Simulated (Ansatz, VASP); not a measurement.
BiPt: VASP beside Ansatz

File INCAR:

```
SYSTEM = BiPt
ALGO     = Normal         ! electronic algorithm
EDIFF    = 1E-8           ! SCF threshold, eV
ENCUT    = 520            ! plane-wave cutoff, eV
ISIF     = 2              ! what is computed and relaxed
ISMEAR   = -1             ! smearing method
LASPH    = .True.         ! aspherical terms in the spheres
LCHARG   = .False.        ! write CHGCAR
LEFG     = .True.       
LREAL    = .False.        ! projectors in reciprocal space
LWAVE    = .False.        ! write WAVECAR
NBANDS   = 33             ! bands
NELM     = 60             ! most SCF steps
PREC     = Accurate       ! precision mode
SIGMA    = 0.05           ! smearing width, eV
```

The input KPOINTS:

```
k-points
0
Gamma
  9 9 6
  0 0 0
```

File POSCAR:

```
BiPt
1.0
    4.3581501674      0.0000000000      0.0000000000
   -2.1790750837      3.7742687584      0.0000000000
    0.0000000000      0.0000000000      5.4900000000
Bi Pt
2 2
Direct
    0.3333333333      0.6666666667      0.2500000000
    0.6666666667      0.3333333333      0.7500000000
    0.0000000000      0.0000000000      0.0000000000
    0.0000000000      0.0000000000      0.5000000000
```

Input for Ansatz:

```yaml
crystal:
  lattice:
    - [4.3581501674, 0.0, 0.0]
    - [-2.1790750837, 3.7742687584, 0.0]
    - [0.0, 0.0, 5.49]
  atoms:
    - { symbol: Bi, position: [0.3333333333, 0.6666666667, 0.25] }
    - { symbol: Bi, position: [0.6666666667, 0.3333333333, 0.75] }
    - { symbol: Pt, position: [0.0, 0.0, 0.0] }
    - { symbol: Pt, position: [0.0, 0.0, 0.5] }
kpoints:
  mp_grid: { grid: [9, 9, 6] }
scf:
  occupations: { method: fermi_dirac, width: 0.05 }
hamiltonian:
  xc: lda
  pseudopotentials: { kind: all_electron, datasets: crystal }
output:
  forces: true
  stress: true
  eigenvalues: true
  efg: { contact_densities: true }
```

Change from the starting cell: equal xx and yy strain of +1 %, crystal datasets.

Alike in both runs: task electric field gradients; functional LDA; k mesh 9 × 9 × 6; occupations fermi-dirac, width 0.05 eV; no spin polarisation.

|  | VASP | Ansatz |
| --- | --- | --- |
| version | VASP 6.6.1 | Ansatz 0.2.0 |
| potentials or method | VASP PAW LDA potentials, release 64 (Bi_d, Pt), cutoff 520 eV | all-electron PAW with datasets made for the crystal, scalar-relativistic |

VASP gave:

| Property | Result |
| --- | --- |
| pressure (GPa) | -2.3 |
| traceless stress, the component that is largest in VASP (GPa) | -0.19 |
| size of Vzz on the site where it differs most (V/Å²) | 173.6 |

What did Ansatz give for the same quantities?

Pressure (GPa): -2.6; traceless stress, the component that is largest in VASP (GPa): -0.30; size of Vzz on the site where it differs most (V/Å²): 119.3.

LDA's correlation is that of Perdew and Zunger in VASP and of Perdew and Wang (1992) in Ansatz. Ansatz ran all-electron here, and VASP with PAW potentials.

Neither program's run includes spin-orbit coupling.
